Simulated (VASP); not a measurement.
The system is BaTe.

```xyz
2
Lattice="0.0000 3.9142 3.9142 3.9142 0.0000 3.9142 3.9142 3.9142 0.0000" Properties=species:S:1:pos:R:3 pbc="T T T"
Ba    0.0000    0.0000    0.0000
Te    1.9571    1.9571    1.9571
```

Base run:

| Quantity | Value |
| --- | --- |
| Program | VASP 6.6.1 |
| Functional | r2SCAN |
| Potentials or basis | VASP PAW PBE potentials, release 64 (Ba_sv, Te) |
| Cutoff | 520 eV |
| k mesh | 4 × 4 × 4 |
| Occupations | gaussian, width 0.01 eV |
| Spin | no spin polarisation |

Its results: band gap on the k mesh 2.95 eV, indirect (least direct gap 3.19 eV); pressure 0.2 GPa.

Problem. After a change of settings the same cell gave: band gap on the k mesh 3.29 eV, indirect (least direct gap 3.69 eV); pressure 0.0 GPa. Which change was it?
A. functional from r2SCAN to PBE0
B. functional from r2SCAN to HSE06
C. functional from r2SCAN to PBE; k mesh from 4 × 4 × 4 to 6 × 6 × 6
D. functional from r2SCAN to PBE

Solution. B.

HSE06 gives the wider gap, since exact exchange removes part of the self-interaction.

Caveats: the PAW data sets were made with another functional, which shifts forces and pressure a little; spin-orbit coupling is left out, which moves the levels of the heavy elements.
